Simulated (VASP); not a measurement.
# NaF in VASP: further runs, part 2 of 2

VASP 6.6.1. The steps go on from the part before.

## Step 4: Single point, HSE06 (strain -2.0%)

Contents of POSCAR:

```
NaF
1.0
    0.0000000000      2.2512247225      2.2512247225
    2.2512247225      0.0000000000      2.2512247225
    2.2512247225      2.2512247225      0.0000000000
Na F
1 1
Direct
    0.0000000000      0.0000000000      0.0000000000
    0.5000000000      0.5000000000      0.5000000000
```

Contents of INCAR.step1:

```
  ALGO = Normal
  EDIFF = 1E-5
  ENCUT = 520
  GGA = PE
  ISIF = 2
  ISMEAR = 0
  LASPH = T
  LCHARG = F
  LREAL = F
  LWAVE = T
  NBANDS = 14
  NELM = 100
  PREC = Accurate
  SIGMA = 0.01
```

Contents of INCAR.step2:

```
  ALGO = Normal
  EDIFF = 1E-6
  ENCUT = 520
  GGA = PE
  HFSCREEN = 0.2079
  ISIF = 2
  ISMEAR = 0
  ISTART = 1
  LASPH = T
  LCHARG = F
  LHFCALC = T
  LREAL = F
  LWAVE = F
  NBANDS = 14
  NELM = 100
  PREC = Accurate
  PRECFOCK = Normal
  SIGMA = 0.01
```

Contents of KPOINTS:

```
k-points
0
Gamma
  6 6 6
```

Potentials or basis: VASP PAW PBE potentials, release 64 (Na_pv, F).

Command:

```sh
$ cat potpaw_PBE.64/Na_pv/POTCAR potpaw_PBE.64/F/POTCAR > POTCAR
$ cp INCAR.step1 INCAR
$ mpirun -np 1 vasp_std > vasp.out
$ cp INCAR.step2 INCAR
$ mpirun -np 1 vasp_std > vasp.out
```

OUTCAR:

```text
EDIFF = 1E-6
   ENCUT = 520
   GGA = PE
   HFSCREEN = 0.2079
   ISIF = 2
   ISMEAR = 0
   ISTART = 1
   LASPH = T
   LHFCALC = T
   LREAL = F
   NELM = 100
   PREC = Accurate
   PRECFOCK = Normal

 ion  position               nearest neighbor table
   1  0.000  0.000  0.000-   2 2.25   2 2.25   2 2.25   2 2.25   2 2.25   2 2.25
   2  0.500  0.500  0.500-   1 2.25   1 2.25   1 2.25   1 2.25   1 2.25   1 2.25

  LATTYP: Found a face centered cubic cell.
 ALAT       =     4.5024494450

  Lattice vectors:

 A1 = (   0.0000000000,   2.2512247225,   2.2512247225)
 A2 = (   2.2512247225,   0.0000000000,   2.2512247225)
 A3 = (   2.2512247225,   2.2512247225,   0.0000000000)

Analysis of symmetry for initial positions (statically):
=====================================================================
 Subroutine PRICEL returns:
 Original cell was already a primitive cell.

 Routine SETGRP: Setting up the symmetry group for a
 face centered cubic supercell.

 Subroutine GETGRP returns: Found 48 space group operations
 (whereof 48 operations were pure point group operations)
 out of a pool of 48 trial point group operations.

The static configuration has the point symmetry O_h .

Analysis of symmetry for dynamics (positions and initial velocities):
=====================================================================
 Subroutine PRICEL returns:
 Original cell was already a primitive cell.

 Routine SETGRP: Setting up the symmetry group for a
 face centered cubic supercell.

 Subroutine GETGRP returns: Found 48 space group operations
 (whereof 48 operations were pure point group operations)
 out of a pool of 48 trial point group operations.

The dynamic configuration has the point symmetry O_h .

 Subroutine INISYM returns: Found 48 space group operations
 (whereof 48 operations are pure point group operations),
 and found     1 'primitive' translations

----------------------------------------------------------------------------------------

                                     Primitive cell

  volume of cell :      22.8185

  direct lattice vectors                    reciprocal lattice vectors
     0.000000000  2.251224722  2.251224722    -0.222101328  0.222101328  0.222101328
     2.251224722  0.000000000  2.251224722     0.222101328 -0.222101328  0.222101328
     2.251224722  2.251224722  0.000000000     0.222101328  0.222101328 -0.222101328

  length of vectors
     3.183712535  3.183712535  3.183712535     0.384690784  0.384690784  0.384690784

  position of ions in fractional coordinates (direct lattice)
     0.000000000  0.000000000  0.000000000
     0.500000000  0.500000000  0.500000000

  ion indices of the primitive-cell ions
   primitive index   ion index
                 1           1
                 2           2

----------------------------------------------------------------------------------------

 KPOINTS: k-points

Automatic generation of k-mesh.
 Grid dimensions read from file:
 generate k-points for:    6    6    6

 Generating k-lattice:

[... 39 lines left out ...]
   ions per type =               1   1
   NGX,Y,Z   is equivalent  to a cutoff of  12.53, 12.53, 12.53 a.u.
   NGXF,Y,Z  is equivalent  to a cutoff of  25.06, 25.06, 25.06 a.u.
 SYSTEM =  unknown system
   PREC   = accura    normal or accurate (medium, high low for compatibility)
   ISTART =      1    job   : 0-new  1-cont  2-samecut
   ICHARG =      0    charge: 1-file 2-atom 10-const
   ISPIN  =      1    spin polarized calculation?
   LNONCOLLINEAR =      F non collinear calculations
   LSORBIT =      F    spin-orbit coupling
   LASPH  =      T    aspherical Exc in radial PAW
   ENCUT  =  520.0 eV  38.22 Ry    6.18 a.u.   5.92  5.92  5.92*2*pi/ulx,y,z
   NELM   =    100;   NELMIN=  2; NELMDL=  0     # of ELM steps
   EDIFF  = 0.1E-05   stopping-criterion for ELM
   LREAL  =      F    real-space projection
   EDIFFG = 0.1E-04   stopping-criterion for IOM
   NSW    =      0    number of steps for IOM
   IBRION =     -1    ionic relax: 0-MD 1-quasi-New 2-CG
   NFREE  =      0    steps in history (QN), initial steepest desc. (CG)
   ISIF   =      2    stress and relaxation
   ISYM   =      3    0-nonsym 1-usesym 2-fastsym
   POTIM  = 0.5000    time-step for ionic-motion
   TEBEG  =    0.0;   TEEND  =   0.0 temperature during run
   PSTRESS=    0.0 pullay stress
   NELECT =      14.0000    total number of electrons
   NUPDOWN=      -1.0000    fix difference up-down
   EMIN   =  10.00;   EMAX   =-10.00  energy-range for DOS
   EFERMI =   0.00;   METHOD = LEGACY
   ISMEAR =     0;   SIGMA  =   0.01  broadening in eV -4-tet -1-fermi 0-gaus
   EFERMI_NEDOS =   21; number of points for ismear=-14 and -15
   IALGO  =     38    algorithm
   IMIX   =      1    mixing-type and parameters
     AMIX     =   0.40;   BMIX     =  1.00
     AMIX_MAG =   1.60;   BMIX_MAG =  1.00
  volume/ion in A,a.u.               =      11.41        76.99
  Fermi-wavevector in a.u.,A,eV,Ry     =   1.391090  2.628780 26.329073  1.935132
  Thomas-Fermi vector in A             =   2.514963
   LORBIT       =      0    0 simple, 1 ext, 2 COOP (PROOUT), +10 PAW based schemes
   GGA     = PE    functional components
   LHFCALC =     T    Hartree Fock is set to
   PRECFOCK=normal    Normal, Fast or Accurate (Low or Medium for compatibility)
   ENCUT4O =  -1.0   cutoff for four orbital integrals eV
   NKREDX  =     1    reduce k-point grid by
   NKREDY  =     1    reduce k-point grid by
   NKREDZ  =     1    reduce k-point grid by
   AEXX    =    0.2500 exact exchange contribution
   HFSCREEN=    0.2079 screening length (either q_TF or 0.3 A-1)
   HFSCREENC=   0.2079 screening length for correlation (either q_TF or 0.3 A-1)
   ENCUTFOCK=  -1.0 apply spherical cutoff to Coloumb kernel
   IVDW    =     0    specifies the selected vdW correction
   LEPSILON=     F    determine dielectric tensor
   LRPA    =     F    only Hartree local field effects (RPA)
 non-spin polarized calculation
 Gauss-broadening in eV      SIGMA  =   0.01
  energy-cutoff  :      520.00
  volume of cell :       22.82
 maximum number of plane-waves:       636
  NGX = 18; NGY = 18; NGZ = 18

 number of electron      14.0000015 magnetization

 Free energy of the ion-electron system (eV)
  ---------------------------------------------------
  ext. energy  EPLUGINS =         0.00000000
  ---------------------------------------------------
  free energy    TOTEN  =       -10.27486248 eV

  energy without entropy =      -10.27486248  energy(sigma->0) =      -10.27486248

 E-fermi :  -3.2416     XC(G=0):  -7.8377

 val. band max:       -3.3881698414   @ k =   0.0000   0.0000   0.0000
 cond. band min:       5.5999808817   @ k =   0.0000   0.0000   0.0000
 fundamental gap:      8.9881507231
 Fermi energy:        -3.2416109255

 k-point     1 :       0.0000    0.0000    0.0000
  band No.  band energies     occupation
      1     -24.2776      2.00000
      2     -23.4882      2.00000
      3     -23.4882      2.00000
      4     -23.4882      2.00000
      5      -3.3882      2.00000
      6      -3.3882      2.00000
      7      -3.3882      2.00000
      8       5.6000      0.00000
      9      18.6496      0.00000
     10      18.6496      0.00000
     11      18.6496      0.00000
     12      21.4452      0.00000
     13      24.1935      0.00000
     14      24.1935      0.00000
[... 241 lines left out ...]
      1     -24.2763      2.00000
      2     -23.6395      2.00000
      3     -23.5836      2.00000
      4     -23.1964      2.00000
      5      -4.6356      2.00000
      6      -4.1428      2.00000
      7      -4.0163      2.00000
      8      12.6269      0.00000
      9      12.8570      0.00000
     10      14.6151      0.00000
     11      18.0077      0.00000
     12      21.8131      0.00000
     13      26.4902      0.00000
     14      26.8689      0.00000

------------------------ aborting loop because EDIFF is reached ----------------------------------------

  FORCE on cell =-STRESS in cart. coord.  units (eV):
  Direction    XX          YY          ZZ          XY          YZ          ZX
  --------------------------------------------------------------------------------------
  -------------------------------------------------------------------------------------
  Total        0.8040693      0.8040693      0.8040693      0.0000000      0.0000000     -0.0000000
  in kB       56.4569606     56.4569606     56.4569606      0.0000000      0.0000000     -0.0000000
  external PRESSURE =      56.4569606 kB  Pullay stress =       0.0000000 kB

 VOLUME and BASIS-vectors are now :
 -----------------------------------------------------------------------------
  energy-cutoff  :      520.00
  volume of cell :       22.82
      direct lattice vectors                 reciprocal lattice vectors
     0.000000000  2.251224722  2.251224722    -0.222101328  0.222101328  0.222101328
     2.251224722  0.000000000  2.251224722     0.222101328 -0.222101328  0.222101328
     2.251224722  2.251224722  0.000000000     0.222101328  0.222101328 -0.222101328

 POSITION                                       TOTAL-FORCE (eV/Angst)
 -----------------------------------------------------------------------------------
      0.00000      0.00000      0.00000         0.000000      0.000000      0.000000
      2.25122      2.25122      2.25122        -0.000000     -0.000000     -0.000000
 -----------------------------------------------------------------------------------
    total drift:                                0.000008      0.000009      0.000009

  FREE ENERGIE OF THE ION-ELECTRON SYSTEM (eV)
  ---------------------------------------------------
  free  energy   TOTEN  =       -10.2748624792 eV

  energy  without entropy=      -10.2748624792  energy(sigma->0) =      -10.27486248
```

OUTCAR.step1:

```text
EDIFF = 1E-5
   ENCUT = 520
   GGA = PE
   ISIF = 2
   ISMEAR = 0
[... 482 lines left out ...]
 -----------------------------------------------------------------------------------
      0.00000      0.00000      0.00000        -0.000000      0.000000      0.000000
      2.25122      2.25122      2.25122         0.000000     -0.000000     -0.000000
 -----------------------------------------------------------------------------------
    total drift:                                0.000000     -0.000000      0.000000

  FREE ENERGIE OF THE ION-ELECTRON SYSTEM (eV)
  ---------------------------------------------------
  free  energy   TOTEN  =        -8.4979075474 eV

  energy  without entropy=       -8.4979075474  energy(sigma->0) =       -8.49790755
```

OSZICAR.step1:

```text
N       E                     dE             d eps       ncg     rms          rms(c)
DAV:   1     0.113601283948E+03    0.11360E+03   -0.78593E+03   456   0.125E+03
DAV:   2    -0.386086528843E+01   -0.11746E+03   -0.10872E+03   484   0.361E+02
DAV:   3    -0.934300691146E+01   -0.54821E+01   -0.54721E+01   568   0.686E+01
DAV:   4    -0.938693021406E+01   -0.43923E-01   -0.43921E-01   496   0.657E+00
DAV:   5    -0.938734624563E+01   -0.41603E-03   -0.41603E-03   556   0.633E-01    0.545E+00
DAV:   6    -0.850464467507E+01    0.88270E+00   -0.29583E+00   548   0.155E+01    0.175E+00
DAV:   7    -0.849621018730E+01    0.84345E-02   -0.29262E-02   448   0.206E+00    0.105E+00
DAV:   8    -0.849746784180E+01   -0.12577E-02   -0.25495E-02   484   0.298E+00    0.139E-01
DAV:   9    -0.849793239716E+01   -0.46456E-03   -0.33417E-03   564   0.565E-01    0.937E-02
DAV:  10    -0.849790488053E+01    0.27517E-04   -0.52893E-04   478   0.293E-01    0.142E-02
DAV:  11    -0.849790754740E+01   -0.26669E-05   -0.16021E-05   502   0.431E-02
   1 F= -.84979075E+01 E0= -.84979075E+01  d E =-.174505E-36
```

Run time: 6.1 min. Hardware: 1 thread of AMD EPYC 9R45 (Zen 5), shared host; peak memory 0.2 GiB.

What came out:

* Free energy: -10.2749 eV
* Pressure: 5.6 GPa
* Band gap on the k mesh: 8.99 eV

Levels at points of the mesh, in eV from the valence-band top:
```tsv
k point	band 4	band 5	band 6	band 7	band 8	band 9	band 10	band 11
(0.00, 0.00, 0.00)	-20.10	0.00	0.00	0.00	8.99	22.04	22.04	22.04
(0.50, 0.00, 0.00)	-19.37	-1.83	-0.32	-0.32	13.59	15.65	23.57	23.57
(0.50, 0.50, 0.00)	-20.17	-1.47	-0.48	-0.48	15.82	16.31	16.92	23.61
```

Caveat: the cell differs from its parent crystal (strain -2.0%); the cell stands under pressure; the PAW data sets were made with another functional, which shifts forces and pressure a little.

## Step 5: Overview

```csv
level,cell,k mesh,smearing,grid for exact exchange (PRECFOCK),share of exact exchange,screening parameter,gap on the mesh (eV),pressure (GPa)
PBE,"a = 3.249, b = 3.249, c = 3.289 Å, angles 59.6, 59.6, 59.2°, 2 atoms",10 × 10 × 10,fermi-dirac 0.02 eV,-,-,-,6.40,3.5
r2SCAN,"a = 3.249, b = 3.249, c = 3.289 Å, angles 59.6, 59.6, 59.2°, 2 atoms",10 × 10 × 10,gaussian 0.01 eV,-,-,-,7.28,-0.7
HSE06,"a = 3.184 Å, angles 60.0°, 2 atoms",6 × 6 × 6,gaussian 0.01 eV,Normal,0.25,0.2079 1/Å,8.99,5.6
```

Alike in all rows: task single point; potentials or basis VASP PAW PBE potentials, release 64 (Na_pv, F); no spin polarisation; cutoff (eV) 520.

Caveats: the cell stands under pressure (at least some runs); the PAW data sets were made with another functional, which shifts forces and pressure a little (at least some runs).

Absolute energies hang on the potentials; compare differences alone.
